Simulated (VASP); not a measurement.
A run of VASP 6.6.1 is set up as follows.

The input INCAR:

```
PREC = Accurate
ENCUT = 520
EDIFF = 1E-6
ISMEAR = 0
SIGMA = 0.1
LREAL = False
LASPH = True
NELM = 80
ALGO = Normal
ISIF = 2
LWAVE = False
LCHARG = True
GGA = PE
LELF = True
LVHAR = True
NBANDS = 20
```

The input KPOINTS:

```
regular mesh
0
Gamma
  8 8 8
```

The input POSCAR:

```
MgB
1.0
    4.7200809086      0.0000000000      0.0000000000
    0.0000000000      4.7200809086      0.0000000000
    0.0000000000      0.0000000000      4.7200809086
Mg B
4 4
Direct
    0.1588943101      0.1588943101      0.1588943101
    0.3411056899      0.8411056899      0.6588943101
    0.6588943101      0.3411056899      0.8411056899
    0.8411056899      0.6588943101      0.3411056899
    0.8464724756      0.8464724756      0.8464724756
    0.6535275244      0.1535275244      0.3464724756
    0.3464724756      0.6535275244      0.1535275244
    0.1535275244      0.3464724756      0.6535275244
```

Potentials or basis: VASP PAW PBE potentials, release 64 (Mg, B).

Run with:

```console
$ cat potpaw_PBE.64/Mg/POTCAR potpaw_PBE.64/B/POTCAR > POTCAR
$ mpirun -np 1 vasp_std > vasp.out
```

Question: Predict the largest force.

Answer: 0.007 eV/Å.

Question: Estimate the band gap on the k mesh.

Answer: Zero (bands 10 and 11 overlap by 2.74 eV).

Question: Predict the pressure.

Answer: -0.2 GPa.

Forces on the atoms (eV/Å):
```
Mg  -0.004 -0.004 -0.004
Mg   0.004  0.004 -0.004
Mg  -0.004  0.004  0.004
Mg   0.004 -0.004  0.004
B    0.004  0.004  0.004
B   -0.004 -0.004  0.004
B    0.004 -0.004 -0.004
B   -0.004  0.004 -0.004
```
